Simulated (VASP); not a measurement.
# LiMn8O8 (a cell with a defect) in VASP: notebook

The runs below take LiMn8O8 (a cell with a defect) through single point, with r2SCAN+D3(BJ).

Everything below comes from runs of VASP 6.6.1. Logs are shortened: lines on timing, memory, paths and dates and some standing lists are left out, and cuts for length are marked.

### Step 1. The cell of the first run

The cell holds a defect, 17 atoms: a = 6.246 Å, b = 6.246 Å, c = 6.246 Å, α = 60.00°, β = 60.00°, γ = 60.00°.

### Step 2. Single point, r2SCAN+D3(BJ), collinear spin, ferromagnetic start

The input, POSCAR:

```
LiMn8O8
1.0
    0.0000000000      4.4169000000      4.4169000000
    4.4169000000      0.0000000000      4.4169000000
    4.4169000000      4.4169000000      0.0000000000
Mn O Li
8 8 1
Direct
   -0.0187688198      0.0439222079     -0.0437410854
    0.0178292468      0.0194593493      0.5340057506
    0.0193687881      0.5122257692     -0.0272023365
    0.0002377233      0.4539269623      0.5245194593
    0.4770200820     -0.0025696756      0.0027734384
    0.4740089203      0.0064864498      0.5021961104
    0.4930607440      0.5113314768      0.0149652471
    0.5031470036      0.5142633974      0.4784011411
    0.2546016437      0.2759967398      0.2208449365
    0.2471190201      0.2714799973      0.7393194322
    0.2411872580      0.7590844257      0.2548620073
    0.3090515973      0.7139056805      0.7322669746
    0.7363082705      0.2335801127      0.2537073513
    0.7025289230      0.2221693948      0.7672802192
    0.7716611198      0.7431796056      0.2403382463
    0.7978786026      0.7360931875      0.7376780095
    0.9108084856      0.8508342955      0.3985713962
```

The input, INCAR.step1:

```
SYSTEM = LiMn8O8
  ALGO = Normal
  EDIFF = 1E-4
  ENCUT = 520
  GGA = PE
  ISMEAR = -1
  ISPIN = 2
  LASPH = .True.
  LCHARG = .False.
  LMAXMIX = 4
  LREAL = Auto
  LWAVE = .True.
  MAGMOM = 4.04 4.04 4.2 4.04 4.2 4.04 4.2 4.2 0.28 0.28 0.23 0.28 0.23 0.28 0.23 0.23 0
  NBANDS = 96
  NELM = 150
  PREC = Accurate
  SIGMA = 0.05
```

The input, INCAR.step2:

```
SYSTEM = LiMn8O8
  ALGO = Normal
  EDIFF = 1E-7
  ENCUT = 520
  ISIF = 2
  ISMEAR = -1
  ISPIN = 2
  ISTART = 1
  IVDW = 12
  LASPH = .True.
  LCHARG = .True.
  LELF = .True.
  LMAXMIX = 4
  LMIXTAU = .True.
  LORBIT = 11
  LREAL = Auto
  LVHAR = .True.
  LWAVE = .False.
  MAGMOM = 4.04 4.04 4.2 4.04 4.2 4.04 4.2 4.2 0.28 0.28 0.23 0.28 0.23 0.28 0.23 0.23 0
  METAGGA = R2SCAN
  NBANDS = 96
  NELM = 150
  PREC = Accurate
  SIGMA = 0.05
  VDW_A1 = 0.49484001
  VDW_A2 = 5.73083694
  VDW_S6 = 1.0
  VDW_S8 = 0.78981345
```

The input, KPOINTS:

```
k-points
0
Gamma
  2 2 2
  0 0 0
```

Potentials or basis: VASP PAW PBE potentials, release 64 (Mn_pv, O, Li_sv).

Run with:

```
> cat potpaw_PBE.64/Mn_pv/POTCAR potpaw_PBE.64/O/POTCAR potpaw_PBE.64/Li_sv/POTCAR > POTCAR
> cp INCAR.step1 INCAR
> mpirun -np 1 vasp_std > vasp.out
> cp INCAR.step2 INCAR
> mpirun -np 1 vasp_std > vasp.out
```

OUTCAR:

```text
SYSTEM = LiMn8O8
   EDIFF = 1E-7
   ENCUT = 520
   ISIF = 2
   ISMEAR = -1
   ISPIN = 2
   ISTART = 1
   IVDW = 12
   LASPH = .True.
   LORBIT = 11
   LREAL = Auto
   METAGGA = R2SCAN
   NELM = 150
   PREC = Accurate
 IVDW          = 12

 ion  position               nearest neighbor table
   1  0.981  0.044  0.956-  14 2.11  13 2.18  10 2.19  15 2.28  17 2.29  11 2.47  12 2.49   2 2.61
                             4 2.63   6 2.96   7 3.00   3 3.11   5 3.11   3 3.16   5 3.16
   2  0.018  0.019  0.534-  14 2.02  17 2.11  12 2.21   9 2.22  16 2.25  11 2.40  13 2.52   1 2.61
                             4 2.63   6 2.72   3 2.98   8 3.12   5 3.13
   3  0.019  0.512  0.973-  16 2.02  10 2.10   9 2.14  12 2.19  15 2.20  13 2.48   2 2.98   5 3.05
                             8 3.06   4 3.06   7 3.10   1 3.11   1 3.16   7 3.17
   4  0.000  0.454  0.525-  17 2.04  10 2.06   9 2.16  16 2.22  15 2.28  14 2.35  11 2.42   1 2.63
                             2 2.63   6 2.88   3 3.06   8 3.08   7 3.13   7 3.15
   5  0.477  0.997  0.003-  14 1.99  11 2.10  10 2.19   9 2.21  16 2.35  15 2.36   7 2.95   8 3.00
                             3 3.05   6 3.11   1 3.11   2 3.13   6 3.14   1 3.16
   6  0.474  0.006  0.502-  12 2.06  13 2.16   9 2.22  10 2.22  17 2.24  15 2.33  16 2.49   2 2.72
                             4 2.88   1 2.96   8 3.06   7 3.10   5 3.11   5 3.14   7 3.15
   7  0.493  0.511  0.015-  12 2.09   9 2.10  13 2.14  11 2.15  16 2.35  14 2.40   8 2.94   5 2.95
                             1 3.00   3 3.10   6 3.10   4 3.13   4 3.15   6 3.15   3 3.17
   8  0.503  0.514  0.478-  12 2.02  11 2.15  14 2.20  15 2.20  10 2.20  13 2.24   7 2.94   5 3.00
                             3 3.06   6 3.06   4 3.08   2 3.12
   9  0.255  0.276  0.221-   7 2.10   3 2.14   4 2.16   5 2.21   2 2.22   6 2.22
  10  0.247  0.271  0.739-   4 2.06   3 2.10   5 2.19   1 2.19   8 2.20   6 2.22
  11  0.241  0.759  0.255-  17 1.69   5 2.10   8 2.15   7 2.15   2 2.40   4 2.42   1 2.47
  12  0.309  0.714  0.732-   8 2.02   6 2.06   7 2.09   3 2.19   2 2.21   1 2.49
  13  0.736  0.234  0.254-  17 1.98   7 2.14   6 2.16   1 2.18   8 2.24   3 2.48   2 2.52
  14  0.703  0.222  0.767-   5 1.99   2 2.02   1 2.11   8 2.20   4 2.35   7 2.40
  15  0.772  0.743  0.240-  17 2.07   8 2.20   3 2.20   1 2.28   4 2.28   6 2.33   5 2.36
  16  0.798  0.736  0.738-  17 1.73   3 2.02   4 2.22   2 2.25   5 2.35   7 2.35   6 2.49
  17  0.911  0.851  0.399-  11 1.69  16 1.73  13 1.98   4 2.04  15 2.07   2 2.11   6 2.24   1 2.29

  LATTYP: Found a face centered cubic cell.
 ALAT       =     8.8338000000

  Lattice vectors:

 A1 = (   0.0000000000,   4.4169000000,   4.4169000000)
 A2 = (   4.4169000000,   0.0000000000,   4.4169000000)
 A3 = (   4.4169000000,   4.4169000000,   0.0000000000)

Analysis of symmetry for initial positions (statically):
=====================================================================
 Subroutine PRICEL returns:
 Original cell was already a primitive cell.

 Routine SETGRP: Setting up the symmetry group for a
 face centered cubic supercell.

 Subroutine GETGRP returns: Found  1 space group operations
 (whereof  1 operations were pure point group operations)
 out of a pool of 48 trial point group operations.

The static configuration has the point symmetry C_1 .

Analysis of symmetry for dynamics (positions and initial velocities):
=====================================================================
 Subroutine PRICEL returns:
 Original cell was already a primitive cell.

 Routine SETGRP: Setting up the symmetry group for a
 face centered cubic supercell.

 Subroutine GETGRP returns: Found  1 space group operations
 (whereof  1 operations were pure point group operations)
 out of a pool of 48 trial point group operations.

The dynamic configuration has the point symmetry C_1 .

Analysis of structural, dynamic, and magnetic symmetry:
=====================================================================
 Subroutine PRICEL returns:
 Original cell was already a primitive cell.

 Routine SETGRP: Setting up the symmetry group for a
 face centered cubic supercell.

 Subroutine GETGRP returns: Found  1 space group operations
 (whereof  1 operations were pure point group operations)
 out of a pool of 48 trial point group operations.

The overall configuration has the point symmetry C_1 .

 Subroutine INISYM returns: Found  1 space group operations
 (whereof  1 operations are pure point group operations),
 and found     1 'primitive' translations

----------------------------------------------------------------------------------------

                                     Primitive cell

  volume of cell :     172.3387

  direct lattice vectors                    reciprocal lattice vectors
[... 95 lines left out ...]
   LNONCOLLINEAR =      F non collinear calculations
   LSORBIT =      F    spin-orbit coupling
   LASPH  =      T    aspherical Exc in radial PAW
   ENCUT  =  520.0 eV  38.22 Ry    6.18 a.u.  11.61 11.61 11.61*2*pi/ulx,y,z
   NELM   =    150;   NELMIN=  2; NELMDL=  0     # of ELM steps
   EDIFF  = 0.1E-06   stopping-criterion for ELM
   LREAL  =      T    real-space projection
   EDIFFG = 0.1E-05   stopping-criterion for IOM
   NSW    =      0    number of steps for IOM
   IBRION =     -1    ionic relax: 0-MD 1-quasi-New 2-CG
   NFREE  =      0    steps in history (QN), initial steepest desc. (CG)
   ISIF   =      2    stress and relaxation
   ISYM   =      2    0-nonsym 1-usesym 2-fastsym
   POTIM  = 0.5000    time-step for ionic-motion
   TEBEG  =    0.0;   TEEND  =   0.0 temperature during run
   PSTRESS=    0.0 pullay stress
   NELECT =     155.0000    total number of electrons
   NUPDOWN=      -1.0000    fix difference up-down
   EMIN   =  10.00;   EMAX   =-10.00  energy-range for DOS
   EFERMI =   0.00;   METHOD = LEGACY
   ISMEAR =    -1;   SIGMA  =   0.05  broadening in eV -4-tet -1-fermi 0-gaus
   EFERMI_NEDOS =   21; number of points for ismear=-14 and -15
   IALGO  =     38    algorithm
   IMIX   =      4    mixing-type and parameters
     AMIX     =   0.40;   BMIX     =  1.00
     AMIX_MAG =   1.60;   BMIX_MAG =  1.00
  volume/ion in A,a.u.               =      10.14        68.41
  Fermi-wavevector in a.u.,A,eV,Ry     =   1.580245  2.986231 33.976130  2.497175
  Thomas-Fermi vector in A             =   2.680502
   LORBIT       =     11    0 simple, 1 ext, 2 COOP (PROOUT), +10 PAW based schemes
   METAGGA = R2SCAN    functional components
   LHFCALC =     F    Hartree Fock is set to
   AEXX    =    0.0000 exact exchange contribution
   IVDW    =    12    specifies the selected vdW correction
   LEPSILON=     F    determine dielectric tensor
   LRPA    =     F    only Hartree local field effects (RPA)
 spin polarized calculation
  energy-cutoff  :      520.00
  volume of cell :      172.34
 maximum number of plane-waves:      4656
 NGX is ok and might be reduce to    48
   NGX = 23   NGY = 23   NGZ = 23

 number of electron     155.0000001 magnetization      36.9999998

 Free energy of the ion-electron system (eV)
  ---------------------------------------------------
  ext. energy  EPLUGINS =         0.00000000
  ---------------------------------------------------
  free energy    TOTEN  =      -193.85537584 eV

  energy without entropy =     -193.81883803  energy(sigma->0) =     -193.83710693

 E-fermi :   8.7974     XC(G=0): -12.8264

 val. band max:        8.7830699966   @ k =   0.5000   0.0000   0.5000
 cond. band min:       8.8153932688   @ k =   0.5000   0.5000   0.5000
 fundamental gap:      0.0323232722
 Fermi energy:         8.7974225134

 spin component 1

 k-point     1 :       0.0000    0.0000    0.0000
  band No.  band energies     occupation
      1     -44.9112      1.00000
      2     -44.9048      1.00000
      3     -44.8782      1.00000
      4     -44.8123      1.00000
      5     -44.7953      1.00000
      6     -44.7834      1.00000
[... 725 lines left out ...]
     88       6.2065      1.00000
     89       6.2750      1.00000
 Fermi energy:         8.7974225134

 spin component 2

 k-point     1 :       0.0000    0.0000    0.0000
  band No.  band energies     occupation
      1     -40.2913      1.00000
      2     -38.9968      1.00000
      3     -38.8643      1.00000
      4     -38.8597      1.00000
      5     -38.8186      1.00000
      6     -38.8118      1.00000
[... 725 lines left out ...]
     88      11.2825      0.00000
     89      11.3436      0.00000
 [bands above 89 left out]

------------------------ aborting loop because EDIFF is reached ----------------------------------------

 Edisp (eV)   -1.62199

 E8    (eV) :    -0.4945

  FORCE on cell =-STRESS in cart. coord.  units (eV):
  Direction    XX          YY          ZZ          XY          YZ          ZX
  --------------------------------------------------------------------------------------
  -------------------------------------------------------------------------------------
  Total       7.98562     8.15885     8.24650    -0.01768     0.48073     1.08925
  in kB      74.23973    75.85023    76.66510    -0.16438     4.46919    10.12637
  external pressure =       75.59 kB  Pullay stress =        0.00 kB

 VOLUME and BASIS-vectors are now :
 -----------------------------------------------------------------------------
  energy-cutoff  :      520.00
  volume of cell :      172.34
      direct lattice vectors                 reciprocal lattice vectors
     0.000000000  4.416900000  4.416900000    -0.113201567  0.113201567  0.113201567
     4.416900000  0.000000000  4.416900000     0.113201567 -0.113201567  0.113201567
     4.416900000  4.416900000  0.000000000     0.113201567  0.113201567 -0.113201567

 POSITION                                       TOTAL-FORCE (eV/Angst)
 -----------------------------------------------------------------------------------
      4.41770      8.55770      4.52800        -0.234012      0.374941      0.003183
      2.44460      2.43740      0.16470         0.032625      0.006226      0.698592
      6.55920      4.38230      2.34800         0.537337      0.855805     -0.381756
      4.32170      2.31780      2.00600        -1.160601      0.192092     -0.740766
      4.41780      2.11920      6.51250         0.152058      0.122907      0.317664
      2.24680      4.31180      2.12230         0.550971     -0.532935      0.083958
[... 9 lines left out ...]
      6.50950      6.78240      6.77540         0.539490     -0.428272     -1.008255
      5.51850      5.78340      7.78100         0.142665     -1.973349      0.356133
 -----------------------------------------------------------------------------------
    total drift:                               -0.046082     -0.085096      0.055948

  FREE ENERGIE OF THE ION-ELECTRON SYSTEM (eV)
  ---------------------------------------------------
  free  energy   TOTEN  =      -195.4773628931 eV

  energy  without entropy=     -195.4408250878  energy(sigma->0) =     -195.45909399

 total charge

# of ion       s       p       d       tot
------------------------------------------
    1        0.224   6.184   5.083  11.491
    2        0.241   6.199   5.121  11.561
    3        0.233   6.201   4.976  11.410
    4        0.235   6.192   5.113  11.540
    5        0.232   6.197   4.973  11.401
    6        0.228   6.186   5.044  11.458
[... 9 lines left out ...]
   16        1.564   3.490   0.000   5.054
   17        2.066   0.096   0.000   2.162
--------------------------------------------------
tot         16.413  77.487  40.284 134.184

 magnetization (x)

# of ion       s       p       d       tot
------------------------------------------
    1        0.023   0.023   4.197   4.243
    2        0.021   0.024   4.097   4.141
    3        0.033   0.025   4.212   4.270
    4        0.028   0.022   4.062   4.112
    5        0.036   0.025   4.214   4.275
    6        0.034   0.024   4.208   4.267
[... 9 lines left out ...]
   16        0.030   0.152   0.000   0.182
   17        0.005   0.015   0.000   0.020
--------------------------------------------------
tot          0.469   1.469  33.616  35.555
```

Wall time 70 min (1 thread of Intel Xeon 8259CL, shared host); peak memory 0.58 GiB.

What came out:

```yaml
Free_energy: -195.4774 eV
Largest_force: 2.010 eV/Å
Net_moment: 37.00 μB per cell
Site_moments: Mn +4.24, +4.14, +4.27, +4.11, +4.28, +4.37, +4.36 (each value once); O +0.19, +0.18, +0.21 (each value once); Li +0.02 μB
Valence_electrons_inside_the_program's_atomic_spheres: Mn 11.49, 11.56, 11.41, 11.54, 11.40, 11.46 (each value once); O 5.04, 5.05, 5.06, 5.02, 5.00 (each value once); Li 2.16
Dispersion_energy_per_atom: -0.095 eV
```

Forces in eV/Å, atoms in the order of the input:
```
Mn  -0.234  0.375  0.003
Mn   0.033  0.006  0.699
Mn   0.537  0.856 -0.382
Mn  -1.161  0.192 -0.741
Mn   0.152  0.123  0.318
Mn   0.551 -0.533  0.084
Mn  -0.723 -0.146  0.038
Mn  -0.744  0.705 -0.291
O   -0.065 -0.096 -0.786
O   -0.179  0.473 -0.399
O   -0.550  0.347  1.153
O    0.949 -0.293 -0.104
O    0.131  0.259  0.170
O    0.365 -0.100  0.807
O    0.254  0.234  0.085
O    0.539 -0.428 -1.008
Li   0.143 -1.973  0.356
```

Levels at points of the mesh, in eV from the Fermi level:
Spin up:
```tsv
k point	band 89	band 90	band 91	band 92	band 93
(0.00, 0.00, 0.00)	-2.55	-1.55	-1.36	-1.15	-1.13
(0.50, 0.00, 0.00)	-2.11	-2.03	-1.97	-1.84	-1.75
(0.00, 0.50, 0.00)	-2.14	-2.03	-1.97	-1.89	-1.74
(0.00, 0.00, 0.50)	-2.13	-2.07	-1.96	-1.89	-1.79
(0.50, 0.50, 0.50)	-2.13	-2.06	-1.97	-1.91	-1.72
(0.50, 0.50, 0.00)	-2.42	-2.34	-2.24	-2.03	-1.83
(0.00, 0.50, 0.50)	-2.50	-2.42	-2.27	-2.07	-1.97
(0.50, 0.00, 0.50)	-2.52	-2.42	-2.29	-2.02	-1.84
```
Spin down:
| k point | band 55 | band 56 | band 57 | band 58 | band 59 | band 60 | band 61 | band 62 | band 63 | band 64 |
| --- | --- | --- | --- | --- | --- | --- | --- | --- | --- | --- |
| (0.00, 0.00, 0.00) | -4.73 | -4.65 | -4.56 | -1.82 | -1.01 | -0.94 | 0.09 | 0.45 | 0.59 | 0.66 |
| (0.50, 0.00, 0.00) | -5.42 | -5.22 | -5.04 | -1.31 | 0.10 | 0.15 | 0.27 | 0.36 | 0.57 | 0.73 |
| (0.00, 0.50, 0.00) | -5.30 | -5.22 | -5.16 | -1.44 | -0.01 | 0.12 | 0.32 | 0.36 | 0.55 | 0.74 |
| (0.00, 0.00, 0.50) | -5.27 | -5.14 | -5.11 | -1.36 | 0.04 | 0.14 | 0.21 | 0.41 | 0.48 | 0.69 |
| (0.50, 0.50, 0.50) | -5.32 | -5.27 | -5.17 | -1.40 | 0.02 | 0.15 | 0.26 | 0.38 | 0.45 | 0.83 |
| (0.50, 0.50, 0.00) | -5.47 | -5.07 | -4.92 | -1.46 | -0.20 | 0.13 | 0.40 | 0.69 | 0.91 | 0.95 |
| (0.00, 0.50, 0.50) | -5.27 | -5.12 | -5.08 | -1.50 | -0.25 | -0.03 | 0.65 | 0.82 | 0.91 | 0.98 |
| (0.50, 0.00, 0.50) | -5.25 | -5.12 | -5.01 | -1.44 | -0.12 | -0.01 | 0.51 | 0.80 | 0.86 | 1.10 |

Caveat: the k points lie up to 0.62 Å⁻¹ apart; the cutoff is under 1.25 times the usual one of these potentials, so pressure, stress and relaxed cells hold a basis-set (Pulay) error; the highest band is partly filled, so the run has too few bands; the PAW data sets were made with another functional, which shifts forces and pressure a little; only a ferromagnetic start was run, and an antiferromagnetic order may lie lower in energy.

(Part 1 of 2 ends here.)
